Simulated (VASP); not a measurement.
A run of VASP 6.6.1 is set up as follows.

File INCAR:

```
SYSTEM = H16SO10
  PREC = Accurate
  ENCUT = 520
  EDIFF = 1E-6
  ISMEAR = -1
  SIGMA = 0.02
  LREAL = .FALSE.
  LASPH = .TRUE.
  NELM = 120
  ALGO = Normal
  ISIF = 2
  LWAVE = .FALSE.
  LCHARG = .FALSE.
  GGA = PE
  IVDW = 12
  NBANDS = 60
  GGA_COMPAT = .FALSE.
```

The input KPOINTS:

```
regular mesh
0
G
  1 1 1
  0 0 0
```

Contents of POSCAR:

```
H16SO10
1.0
    7.0162890000      0.0000000000      0.0000000000
    0.0000000000      7.0162890000      0.0000000000
    0.0000000000      0.0000000000      7.0162890000
O H S
10 16 1
Direct
    0.3614873903      0.0559555058      1.0620286593
    0.4070670407     -0.2561040459      0.3076555142
   -0.3026243645      0.0285906125      0.8546398246
    1.0714923516     -0.0211222770      0.4194097478
    1.2501195433      0.4919409677      0.4950480232
    0.4543427444      0.5139754078      0.8145759104
    0.7063848140      0.4609844321      0.3089810012
    0.9094836316      0.5395587325      0.8616948361
    0.4737832207      1.1925249943      0.5750048209
    0.7000139247      0.9360361296      0.4471737125
    0.2850224670      0.1292706158      0.9811454460
    0.3103349933     -0.0145375996      1.1558104291
    0.4980553110     -0.3408069422      0.2357656590
    0.3854031668     -0.3474343773      0.4143785981
   -0.2074030873      0.1121390524      0.9067756474
   -0.3941542317      0.0182147571      0.9624746073
    1.0836070179     -0.1531436348      0.3957220120
    0.9588117023      0.0028790148      0.4875084250
    1.2377198260      0.3710651029      0.4256096064
    1.2752610390      0.4562098283      0.6267700775
    0.5710568650      0.4700490530      0.8585735280
    0.4611697152      0.6513414713      0.8416842579
    0.6572277738      0.3487171067      0.3481470048
    0.6700408150      0.5656408965      0.4010809703
    0.9475664415      0.5265889133      0.7428428333
    0.9233086037      0.6840938279      0.8631913537
    0.5285700176      0.9968660071      0.5712706532
```

Potentials or basis: VASP PAW PBE potentials, release 64 (O, H, S).

Command:

```sh
$ cat potpaw_PBE.64/O/POTCAR potpaw_PBE.64/H/POTCAR potpaw_PBE.64/S/POTCAR > POTCAR
$ mpirun -np 1 vasp_gam > vasp.out
```

**Question.** Estimate the dispersion energy per atom.

**Answer.** -0.035 eV.

**Question.** Estimate the largest force.

**Answer.** 6.949 eV/Å.

Stress tensor (GPa, compression positive):
```
 2.74  1.60  0.29
 1.60  2.04 -2.63
 0.29 -2.63  3.68
```

Caveat: the k points lie up to 0.90 Å⁻¹ apart; the atoms stand as in a frame of molecular dynamics.
